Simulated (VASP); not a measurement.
# SrTiO3 (R-3m) in VASP: further runs, part 2 of 2

VASP 6.6.1. The steps go on from the part before.

## 4. Single point, PBEsol

This run uses another cell than the first one, of the same volume but with other edges.

INCAR

```
SYSTEM = SrTiO3
PREC = Accurate ; ENCUT = 520
EDIFF = 1E-7 ; ISMEAR = 0
SIGMA = 0.05 ; LREAL = .False.
LASPH = .True. ; NELM = 100
ALGO = Normal ; ISIF = 2
LWAVE = .False. ; LCHARG = .False.
GGA = PS ; NBANDS = 28
```

KPOINTS

```
regular mesh
0
Gamma
  8 8 8
  0 0 0
```

POSCAR

```
SrTiO3
1.0
    3.9400635448     -0.4216304162     -0.4216304162
   -0.4216304162      3.9400635448     -0.4216304162
   -0.4216304162     -0.4216304162      3.9400635448
Sr Ti O
1 1 3
Direct
    0.0000000000      0.0000000000      0.0000000000
    0.5000000000      0.5000000000      0.5000000000
    0.0000000000      0.5000000000      0.5000000000
    0.5000000000      0.0000000000      0.5000000000
    0.5000000000      0.5000000000      0.0000000000
```

Potentials or basis: VASP PAW PBE potentials, release 64 (Sr_sv, Ti_sv, O).

Command:

```bash
cat potpaw_PBE.64/Sr_sv/POTCAR potpaw_PBE.64/Ti_sv/POTCAR potpaw_PBE.64/O/POTCAR > POTCAR
mpirun -np 1 vasp_std > vasp.out
```

OUTCAR:

```text
SYSTEM = SrTiO3
   PREC = Accurate
   ENCUT = 520
   EDIFF = 1E-7
   ISMEAR = 0
   LREAL = .False.
   LASPH = .True.
   NELM = 100
   ISIF = 2
   GGA = PS

 ion  position               nearest neighbor table
   1  0.000  0.000  0.000-   3 2.52   4 2.52   5 2.52   3 2.52   4 2.52   5 2.52   2 2.68   2 2.68
                             3 3.08   4 3.08   5 3.08   4 3.08   3 3.08   5 3.08   2 3.67   2 3.67
   2  0.500  0.500  0.500-   3 1.99   4 1.99   5 1.99   5 1.99   4 1.99   3 1.99   1 2.68   1 2.68
                             1 3.67   1 3.67   1 3.67   1 3.67   1 3.67   1 3.67
   3  0.000  0.500  0.500-   2 1.99   2 1.99   1 2.52   1 2.52   1 3.08   1 3.08
   4  0.500  0.000  0.500-   2 1.99   2 1.99   1 2.52   1 2.52   1 3.08   1 3.08
   5  0.500  0.500  0.000-   2 1.99   2 1.99   1 2.52   1 2.52   1 3.08   1 3.08

  LATTYP: Found a trigonal (rhomboedric) cell.
 ALAT       =     3.9849272456
 COS(alpha) =    -0.1980352222

  Lattice vectors:

 A1 = (   3.9400635448,  -0.4216304162,  -0.4216304162)
 A2 = (  -0.4216304162,   3.9400635448,  -0.4216304162)
 A3 = (  -0.4216304162,  -0.4216304162,   3.9400635448)

Analysis of symmetry for initial positions (statically):
=====================================================================
 Subroutine PRICEL returns:
 Original cell was already a primitive cell.

 Routine SETGRP: Setting up the symmetry group for a
 trigonal (rhombohedral) supercell.

 Subroutine GETGRP returns: Found 12 space group operations
 (whereof 12 operations were pure point group operations)
 out of a pool of 12 trial point group operations.

The static configuration has the point symmetry D_3d.

Analysis of symmetry for dynamics (positions and initial velocities):
=====================================================================
 Subroutine PRICEL returns:
 Original cell was already a primitive cell.

 Routine SETGRP: Setting up the symmetry group for a
 trigonal (rhombohedral) supercell.

 Subroutine GETGRP returns: Found 12 space group operations
[... 126 lines left out ...]
   IALGO  =     38    algorithm
   IMIX   =      4    mixing-type and parameters
     AMIX     =   0.40;   BMIX     =  1.00
     AMIX_MAG =   1.60;   BMIX_MAG =  1.00
  volume/ion in A,a.u.               =      11.78        79.52
  Fermi-wavevector in a.u.,A,eV,Ry     =   1.438865  2.719061 28.168602  2.070334
  Thomas-Fermi vector in A             =   2.557785
   LORBIT       =      0    0 simple, 1 ext, 2 COOP (PROOUT), +10 PAW based schemes
   GGA     = PS    functional components
   LHFCALC =     F    Hartree Fock is set to
   AEXX    =    0.0000 exact exchange contribution
   IVDW    =     0    specifies the selected vdW correction
   LEPSILON=     F    determine dielectric tensor
   LRPA    =     F    only Hartree local field effects (RPA)
 non-spin polarized calculation
 Gauss-broadening in eV      SIGMA  =   0.05
  energy-cutoff  :      520.00
  volume of cell :       58.91
 maximum number of plane-waves:      1614
 NGX is ok and might be reduce to    30

 number of electron      40.0000017 magnetization

 Free energy of the ion-electron system (eV)
  ---------------------------------------------------
  ext. energy  EPLUGINS =         0.00000000
  ---------------------------------------------------
  free energy    TOTEN  =       -38.64318922 eV

  energy without entropy =      -38.64307040  energy(sigma->0) =      -38.64312981

 E-fermi :   4.8331     XC(G=0): -11.5587

 val. band max:        4.7720574705   @ k =   0.5000   0.5000   0.3750
 cond. band min:       4.8566826280   @ k =   0.5000   0.5000   0.5000
 fundamental gap:      0.0846251575
 Fermi energy:         4.8331393005

 k-point     1 :       0.0000    0.0000    0.0000
  band No.  band energies     occupation
      1     -52.3076      2.00000
      2     -28.9422      2.00000
      3     -28.7144      2.00000
      4     -28.5491      2.00000
      5     -28.5491      2.00000
      6     -13.2336      2.00000
[... 733 lines left out ...]
     27      11.3308      0.00000
     28      11.8560      0.00000

 [... further k-points ...]
[... 5 lines left out ...]
  --------------------------------------------------------------------------------------
  -------------------------------------------------------------------------------------
  Total        2.0714750      2.0714750      2.0714750      9.6827689      9.6827689      9.6827689
  in kB       56.3334504     56.3334504     56.3334504    263.3214443    263.3214443    263.3214443
  external PRESSURE =      56.3334504 kB  Pullay stress =       0.0000000 kB

 VOLUME and BASIS-vectors are now :
 -----------------------------------------------------------------------------
  energy-cutoff  :      520.00
  volume of cell :       58.91
      direct lattice vectors                 reciprocal lattice vectors
     3.940063545 -0.421630416 -0.421630416     0.260483712  0.031214990  0.031214990
    -0.421630416  3.940063545 -0.421630416     0.031214990  0.260483712  0.031214990
    -0.421630416 -0.421630416  3.940063545     0.031214990  0.031214990  0.260483712

 POSITION                                       TOTAL-FORCE (eV/Angst)
 -----------------------------------------------------------------------------------
      0.00000      0.00000      0.00000         0.000000     -0.000000      0.000000
      1.54840      1.54840      1.54840        -0.000000      0.000000     -0.000000
     -0.42163      1.75922      1.75922         0.000000     -0.000000      0.000000
      1.75922     -0.42163      1.75922         0.000000      0.000000      0.000000
      1.75922      1.75922     -0.42163         0.000000     -0.000000      0.000000
 -----------------------------------------------------------------------------------
    total drift:                               -0.000000      0.000000     -0.000000

  FREE ENERGIE OF THE ION-ELECTRON SYSTEM (eV)
  ---------------------------------------------------
  free  energy   TOTEN  =       -38.6431892150 eV

  energy  without entropy=      -38.6430703988  energy(sigma->0) =      -38.64312981
```

OSZICAR:

```text
N       E                     dE             d eps       ncg     rms          rms(c)
DAV:   1     0.430367922142E+03    0.43037E+03   -0.21488E+04  3640   0.160E+03
DAV:   2     0.934848825964E+00   -0.42943E+03   -0.40849E+03  3992   0.440E+02
DAV:   3    -0.465947636219E+02   -0.47530E+02   -0.46838E+02  5032   0.139E+02
DAV:   4    -0.488532633185E+02   -0.22585E+01   -0.22504E+01  5528   0.267E+01
DAV:   5    -0.489047528978E+02   -0.51490E-01   -0.51479E-01  5032   0.342E+00    0.290E+01
DAV:   6    -0.394662159907E+02    0.94385E+01   -0.57128E+01  5188   0.655E+01    0.249E+01
DAV:   7    -0.392323598974E+02    0.23386E+00   -0.21972E+01  4908   0.350E+01    0.145E+01
DAV:   8    -0.388329892136E+02    0.39937E+00   -0.48045E+00  4844   0.212E+01    0.579E+00
DAV:   9    -0.386449939994E+02    0.18800E+00   -0.10559E+00  4804   0.796E+00    0.103E+00
DAV:  10    -0.386500550784E+02   -0.50611E-02   -0.38555E-02  4600   0.154E+00    0.858E-01
DAV:  11    -0.386433859097E+02    0.66692E-02   -0.44598E-02  5160   0.190E+00    0.216E-01
DAV:  12    -0.386432116056E+02    0.17430E-03   -0.17182E-03  4452   0.412E-01    0.607E-02
DAV:  13    -0.386431939413E+02    0.17664E-04   -0.47812E-04  5648   0.146E-01    0.268E-02
DAV:  14    -0.386431901143E+02    0.38270E-05   -0.91959E-05  4796   0.647E-02    0.146E-02
DAV:  15    -0.386431896171E+02    0.49716E-06   -0.18119E-05  4796   0.406E-02    0.972E-03
DAV:  16    -0.386431892680E+02    0.34910E-06   -0.34722E-06  5404   0.136E-02    0.233E-03
DAV:  17    -0.386431892150E+02    0.53028E-07   -0.41441E-07  3588   0.436E-03
   1 F= -.38643189E+02 E0= -.38643130E+02  d E =-.118816E-03
```

It took 2.7 min on 1 thread of Intel Xeon 8259CL, shared host; peak memory 0.25 GiB.

Results:

| Quantity | Value |
| --- | --- |
| Free energy | -38.6432 eV |
| Pressure | 5.6 GPa |
| Band gap on the k mesh | zero (bands 20 and 21 overlap by 0.20 eV) |

Levels at points of the mesh, in eV from the Fermi level:
```
           k point  band 17  band 18  band 19  band 20  band 21  band 22  band 23  band 24
(0.00, 0.00, 0.00)    -2.01    -0.24    -0.22    -0.18    -0.18     0.58     0.58     3.16
(0.50, 0.00, 0.00)    -2.77    -2.56    -1.89    -0.35     1.14     2.41     2.50     3.35
(0.50, 0.50, 0.00)    -2.45    -2.15    -1.88    -0.25     1.30     2.78     3.01     4.03
(0.50, 0.50, 0.50)    -2.79    -0.28    -0.28     0.02     2.60     3.35     3.35     4.94
```

Caveat: the cell stands under pressure; the PAW data sets were made with another functional, which shifts forces and pressure a little.

## 5. The runs side by side

```tsv
cell	gap on the mesh (eV)	pressure (GPa)
a = 4.246 Å, angles 109.5°, 5 atoms	none	21.9
a = 4.368 Å, angles 60.0°, 5 atoms	none	31.5
a = 3.985 Å, angles 101.4°, 5 atoms	none	5.6
```

Alike in all rows: task single point; level PBEsol; potentials or basis VASP PAW PBE potentials, release 64 (Sr_sv, Ti_sv, O); no spin polarisation; k mesh 8 × 8 × 8; cutoff (eV) 520; smearing gaussian 0.05 eV.

Caveats: the cell stands under pressure; the PAW data sets were made with another functional, which shifts forces and pressure a little.

Total energies depend on the potentials used, so only differences within one code and one set of settings carry meaning.

The gap in the log of VASP goes by the Fermi energy; the results here count the filled bands.